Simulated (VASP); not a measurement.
# HgS2 (I4/mmm) in VASP: notebook

The runs below take HgS2 through single point, relaxation of cell and atoms, with PBE.

All numbers are computed with VASP 6.6.1; they aren't measurements. Logs are shortened: lines on timing, memory, paths and dates and some standing lists are left out, and cuts for length are marked.

## (1) The cell of the first run

It takes space group I4/mmm (No. 139, tetragonal). The conventional cell has a = 3.752 Å, b = 3.752 Å, c = 9.204 Å, α = 90.00°, β = 90.00°, γ = 90.00°. Within 4.0 Å of Hg (site symmetry 4/mmm) lie 10 S at 3.06 to 3.08 Å and 4 Hg at 3.75 Å. S (site symmetry 4mm) has 9 S at 3.04 to 3.75 Å and 5 Hg at 3.06 to 3.08 Å within 4.0 Å.

## (2) Single point, PBE

The input, INCAR:

```
PREC = Accurate ; ENCUT = 520
EDIFF = 1E-7 ; ISMEAR = 0
SIGMA = 0.1 ; LREAL = False
LASPH = True ; NELM = 60
ALGO = Normal ; ISIF = 2
LWAVE = False ; LCHARG = False
GGA = PE ; NBANDS = 19
```

The input, KPOINTS:

```
Automatic mesh
0
Gamma
  6 6 6
```

The input, POSCAR:

```
HgS2
1.0
   -1.8759236720      1.8759236720      4.6018752578
    1.8759236720     -1.8759236720      4.6018752578
    1.8759236720      1.8759236720     -4.6018752578
Hg S
1 2
Direct
    0.0000000000      0.0000000000      0.0000000000
    0.6650000000      0.6650000000      0.0000000000
    0.3350000000      0.3350000000      0.0000000000
```

Potentials or basis: VASP PAW PBE potentials, release 64 (Hg, S).

The run is started by

```console
$ cat potpaw_PBE.64/Hg/POTCAR potpaw_PBE.64/S/POTCAR > POTCAR
$ mpirun -np 1 vasp_std > vasp.out
```

OUTCAR:

```text
PREC = Accurate
   ENCUT = 520
   EDIFF = 1E-7
   ISMEAR = 0
   LREAL = False
   LASPH = True
   NELM = 60
   ISIF = 2
   GGA = PE

 ion  position               nearest neighbor table
   1  0.000  0.000  0.000-   2 3.06   2 3.06   2 3.06   3 3.06   2 3.06   3 3.06   3 3.06   3 3.06
                             2 3.08   3 3.08
   2  0.665  0.665  0.000-   1 3.06   1 3.06   1 3.06   1 3.06   1 3.08
   3  0.335  0.335  0.000-   1 3.06   1 3.06   1 3.06   1 3.06   1 3.08

  LATTYP: Found a body centered tetragonal cell.
 ALAT       =     3.7518473440
 C/A-ratio  =     2.4531250000

  Lattice vectors:

 A1 = (  -1.8759236720,   1.8759236720,   4.6018752578)
 A2 = (   1.8759236720,  -1.8759236720,   4.6018752578)
 A3 = (   1.8759236720,   1.8759236720,  -4.6018752578)

Analysis of symmetry for initial positions (statically):
=====================================================================
 Subroutine PRICEL returns:
 Original cell was already a primitive cell.

 Routine SETGRP: Setting up the symmetry group for a
 body centered tetragonal supercell.

 Subroutine GETGRP returns: Found 16 space group operations
 (whereof 16 operations were pure point group operations)
 out of a pool of 16 trial point group operations.

The static configuration has the point symmetry D_4h.

Analysis of symmetry for dynamics (positions and initial velocities):
=====================================================================
 Subroutine PRICEL returns:
 Original cell was already a primitive cell.

 Routine SETGRP: Setting up the symmetry group for a
 body centered tetragonal supercell.

 Subroutine GETGRP returns: Found 16 space group operations
 (whereof 16 operations were pure point group operations)
 out of a pool of 16 trial point group operations.

The dynamic configuration has the point symmetry D_4h.

 Subroutine INISYM returns: Found 16 space group operations
 (whereof 16 operations are pure point group operations),
 and found     1 'primitive' translations

----------------------------------------------------------------------------------------

                                     Primitive cell

  volume of cell :      64.7776

  direct lattice vectors                    reciprocal lattice vectors
    -1.875923672  1.875923672  4.601875258     0.000000000  0.266535365  0.108651359
     1.875923672 -1.875923672  4.601875258     0.266535365  0.000000000  0.108651359
     1.875923672  1.875923672 -4.601875258     0.266535365  0.266535365  0.000000000

  length of vectors
     5.311820322  5.311820322  5.311820322     0.287830190  0.287830190  0.376937928

  position of ions in fractional coordinates (direct lattice)
     0.000000000  0.000000000  0.000000000
     0.665000000  0.665000000  0.000000000
     0.335000000  0.335000000  0.000000000

  ion indices of the primitive-cell ions
   primitive index   ion index
                 1           1
                 2           2
                 3           3

----------------------------------------------------------------------------------------

 KPOINTS: Automatic mesh

Automatic generation of k-mesh.
 Grid dimensions read from file:
 generate k-points for:    6    6    6

 Generating k-lattice:

  Cartesian coordinates                     Fractional coordinates (reciprocal lattice)
     0.000000000  0.044422561  0.018108560     0.166666667  0.000000000 -0.000000000
     0.044422561  0.000000000  0.018108560     0.000000000  0.166666667 -0.000000000
     0.044422561  0.044422561  0.000000000     0.000000000  0.000000000  0.166666667

  Length of vectors
     0.047971698  0.047971698  0.062822988

  Shift w.r.t. Gamma in fractional coordinates (k-lattice)
     0.000000000  0.000000000  0.000000000

 Subroutine IBZKPT returns following result:
 ===========================================

 Found     30 irreducible k-points:

 Following reciprocal coordinates:
            Coordinates               Weight
  0.000000  0.000000  0.000000      1.000000
  0.166667  0.000000 -0.000000      8.000000
  0.333333 -0.000000  0.000000      8.000000
  0.500000 -0.000000  0.000000      4.000000
  0.166667  0.166667  0.000000      8.000000
  0.333333  0.166667  0.000000     16.000000
[... 16 lines left out ...]
 -0.333333 -0.333333  0.166667      8.000000
 -0.166667 -0.333333  0.166667      8.000000
 [... further k-points ...]
   k-points           NKPTS =     30   k-points in BZ     NKDIM =     30   number of bands    NBANDS=     19
   number of dos      NEDOS =    301   number of ions     NIONS =      3
   total plane-waves  NPLWV =  64000
   dimension x,y,z NGX =    40 NGY =   40 NGZ =   40
   dimension x,y,z NGXF=    80 NGYF=   80 NGZF=   80
   ions per type =               1   2
   NGX,Y,Z   is equivalent  to a cutoff of  12.52, 12.52, 12.52 a.u.
   NGXF,Y,Z  is equivalent  to a cutoff of  25.04, 25.04, 25.04 a.u.
 SYSTEM =  unknown system
   PREC   = accura    normal or accurate (medium, high low for compatibility)
   ISTART =      0    job   : 0-new  1-cont  2-samecut
   ICHARG =      2    charge: 1-file 2-atom 10-const
   ISPIN  =      1    spin polarized calculation?
   LNONCOLLINEAR =      F non collinear calculations
   LSORBIT =      F    spin-orbit coupling
   LASPH  =      T    aspherical Exc in radial PAW
   ENCUT  =  520.0 eV  38.22 Ry    6.18 a.u.   9.88  9.88  9.88*2*pi/ulx,y,z
   NELM   =     60;   NELMIN=  2; NELMDL= -5     # of ELM steps
   EDIFF  = 0.1E-06   stopping-criterion for ELM
   LREAL  =      F    real-space projection
   EDIFFG = 0.1E-05   stopping-criterion for IOM
   NSW    =      0    number of steps for IOM
   IBRION =     -1    ionic relax: 0-MD 1-quasi-New 2-CG
   NFREE  =      0    steps in history (QN), initial steepest desc. (CG)
   ISIF   =      2    stress and relaxation
   ISYM   =      2    0-nonsym 1-usesym 2-fastsym
   POTIM  = 0.5000    time-step for ionic-motion
   TEBEG  =    0.0;   TEEND  =   0.0 temperature during run
   PSTRESS=    0.0 pullay stress
   NELECT =      24.0000    total number of electrons
   NUPDOWN=      -1.0000    fix difference up-down
   EMIN   =  10.00;   EMAX   =-10.00  energy-range for DOS
   EFERMI =   0.00;   METHOD = LEGACY
   ISMEAR =     0;   SIGMA  =   0.10  broadening in eV -4-tet -1-fermi 0-gaus
   EFERMI_NEDOS =   21; number of points for ismear=-14 and -15
   IALGO  =     38    algorithm
   IMIX   =      4    mixing-type and parameters
     AMIX     =   0.40;   BMIX     =  1.00
     AMIX_MAG =   1.60;   BMIX_MAG =  1.00
  volume/ion in A,a.u.               =      21.59       145.71
  Fermi-wavevector in a.u.,A,eV,Ry     =   1.175809  2.221957 18.810426  1.382527
  Thomas-Fermi vector in A             =   2.312184
   LORBIT       =      0    0 simple, 1 ext, 2 COOP (PROOUT), +10 PAW based schemes
   GGA     = PE    functional components
   LHFCALC =     F    Hartree Fock is set to
   AEXX    =    0.0000 exact exchange contribution
   IVDW    =     0    specifies the selected vdW correction
   LEPSILON=     F    determine dielectric tensor
   LRPA    =     F    only Hartree local field effects (RPA)
 non-spin polarized calculation
 Gauss-broadening in eV      SIGMA  =   0.10
  energy-cutoff  :      520.00
  volume of cell :       64.78
 maximum number of plane-waves:      1759
   NGX = 19   NGY = 19   NGZ = 19

 number of electron      24.0000000 magnetization

 Free energy of the ion-electron system (eV)
  ---------------------------------------------------
  ext. energy  EPLUGINS =         0.00000000
  ---------------------------------------------------
  free energy    TOTEN  =        -5.97593058 eV

  energy without entropy =       -5.96689714  energy(sigma->0) =       -5.97141386

 E-fermi :   3.4111     XC(G=0): -10.2332

 val. band max:        3.3770045760   @ k =  -0.3333   0.5000   0.1667
 cond. band min:       3.4895361258   @ k =   0.3333   0.3333   0.0000
 fundamental gap:      0.1125315498
 Fermi energy:         3.4111299891

 k-point     1 :       0.0000    0.0000    0.0000
  band No.  band energies     occupation
      1     -10.2631      2.00000
      2      -7.3288      2.00000
      3      -3.3771      2.00000
      4      -2.9588      2.00000
      5      -2.7642      2.00000
      6      -2.7642      2.00000
[... 11 lines left out ...]
     18      11.7016      0.00000
     19      12.4876      0.00000

 k-point     2 :       0.1667    0.0000   -0.0000
  band No.  band energies     occupation
      1     -10.0523      2.00000
      2      -7.5112      2.00000
      3      -3.2188      2.00000
      4      -2.9028      2.00000
      5      -2.7188      2.00000
      6      -2.6794      2.00000
[... 11 lines left out ...]
     18      10.8727      0.00000
     19      13.8717      0.00000

 k-point     3 :       0.3333   -0.0000    0.0000
  band No.  band energies     occupation
      1      -9.4910      2.00000
      2      -7.9671      2.00000
      3      -3.0285      2.00000
      4      -2.8170      2.00000
      5      -2.7683      2.00000
      6      -2.6194      2.00000
[... 11 lines left out ...]
     18      12.3636      0.00000
     19      14.0998      0.00000

 k-point     4 :       0.5000   -0.0000    0.0000
  band No.  band energies     occupation
      1      -8.9540      2.00000
      2      -8.4285      2.00000
      3      -3.0641      2.00000
      4      -2.8475      2.00000
      5      -2.8197      2.00000
      6      -2.5746      2.00000
[... 11 lines left out ...]
     18      12.3759      0.00000
     19      13.1494      0.00000

 k-point     5 :       0.1667    0.1667    0.0000
  band No.  band energies     occupation
      1      -9.8002      2.00000
      2      -7.7262      2.00000
      3      -3.0157      2.00000
      4      -2.8691      2.00000
      5      -2.8099      2.00000
      6      -2.6855      2.00000
[... 11 lines left out ...]
     18      11.2267      0.00000
     19      14.2836      0.00000
[... 334 lines left out ...]
      2      -8.4502      2.00000
      3      -2.8875      2.00000
      4      -2.8209      2.00000
      5      -2.7487      2.00000
      6      -2.6527      2.00000
[... 11 lines left out ...]
     18      12.4939      0.00000
     19      13.5163      0.00000

 k-point    22 :      -0.1667    0.5000    0.1667
  band No.  band energies     occupation
      1      -9.2189      2.00000
      2      -8.2978      2.00000
      3      -3.0492      2.00000
      4      -2.7796      2.00000
      5      -2.7730      2.00000
      6      -2.5888      2.00000
[... 11 lines left out ...]
     18      12.2069      0.00000
     19      13.3648      0.00000

 k-point    23 :      -0.3333   -0.3333    0.1667
  band No.  band energies     occupation
      1      -9.4969      2.00000
      2      -8.1659      2.00000
      3      -2.8658      2.00000
      4      -2.7692      2.00000
      5      -2.7359      2.00000
      6      -2.6704      2.00000
[... 11 lines left out ...]
     18      11.1712      0.00000
     19      13.5622      0.00000

 k-point    24 :      -0.1667   -0.3333    0.1667
  band No.  band energies     occupation
      1      -9.8238      2.00000
      2      -7.9036      2.00000
      3      -2.9826      2.00000
      4      -2.8692      2.00000
      5      -2.6762      2.00000
      6      -2.6156      2.00000
[... 11 lines left out ...]
     18      11.3347      0.00000
     19      14.2524      0.00000

 [... further k-points ...]
[... 5 lines left out ...]
  --------------------------------------------------------------------------------------
  -------------------------------------------------------------------------------------
  Total       -1.3688416     -1.3688416     -3.6798364      0.0000000      0.0000000      0.0000000
  in kB      -33.8562307    -33.8562307    -91.0152001      0.0000000      0.0000000      0.0000000
  external PRESSURE =     -52.9092205 kB  Pullay stress =       0.0000000 kB

 VOLUME and BASIS-vectors are now :
 -----------------------------------------------------------------------------
  energy-cutoff  :      520.00
  volume of cell :       64.78
      direct lattice vectors                 reciprocal lattice vectors
    -1.875923672  1.875923672  4.601875258     0.000000000  0.266535365  0.108651359
     1.875923672 -1.875923672  4.601875258     0.266535365  0.000000000  0.108651359
     1.875923672  1.875923672 -4.601875258     0.266535365  0.266535365  0.000000000

 POSITION                                       TOTAL-FORCE (eV/Angst)
 -----------------------------------------------------------------------------------
      0.00000      0.00000      0.00000        -0.000000     -0.000000      0.000000
      0.00000      0.00000      6.12049         0.000000      0.000000     -0.632572
      0.00000      0.00000      3.08326        -0.000000     -0.000000      0.632572
 -----------------------------------------------------------------------------------
    total drift:                               -0.000000     -0.000000      0.000000

  FREE ENERGIE OF THE ION-ELECTRON SYSTEM (eV)
  ---------------------------------------------------
  free  energy   TOTEN  =        -5.9759305819 eV

  energy  without entropy=       -5.9668971373  energy(sigma->0) =       -5.97141386
```

Wall time 36 s (1 thread of Intel Xeon Platinum 8488C (Sapphire Rapids), shared host); peak memory 0.24 GiB.

What came out:

```yaml
Free_energy: -5.9759 eV
Pressure: -5.3 GPa
Largest_force: 0.633 eV/Å
Band_gap_on_the_k_mesh: zero (band 12 reaches 4.11 eV, above the bottom of band 13 at 2.92 eV)
```

Forces on the atoms (eV/Å):
```
Hg   0.000  0.000  0.000
S    0.000  0.000 -0.633
S    0.000  0.000  0.633
```

Caveat: the k points lie up to 0.39 Å⁻¹ apart; spin-orbit coupling is left out, which moves the levels of the heavy elements.

(Continued in part 2 of 2.)
